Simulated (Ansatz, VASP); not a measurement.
**Ga3Cl in VASP and in Ansatz**

```xyz
4
Lattice="4.4690 0.0000 0.0000 0.0000 4.4690 0.0000 0.0000 0.0000 4.4690" Properties=species:S:1:pos:R:3 pbc="T T T"
Ga    0.0000    2.2345    2.2345
Ga    2.2345    0.0000    2.2345
Ga    2.2345    2.2345    0.0000
Cl    0.0000    0.0000    0.0000
```

Alike in both runs: functional PBE; k mesh 10 × 10 × 10; occupations gaussian, width 0.1 eV; no spin polarisation.

Ansatz relaxed the structure, and its values are those at the end. VASP's run is a single point on that final structure, the one shown.

```csv
,VASP,Ansatz
version,VASP 6.6.1,Ansatz 0.2.0
potentials or method,"VASP PAW PBE potentials, release 64 (Ga_d, Cl), cutoff 520 eV","scalar-relativistic, plane waves, PAW"
valence electrons in the cell,46,46
```

```csv
,VASP,Ansatz,Ansatz less VASP
gap on the k mesh at the Fermi level (eV),none,none,-
pressure (GPa),0.0,0.0,-0.01
```

A gap of «none» marks a metal or a gap that the smearing closes.
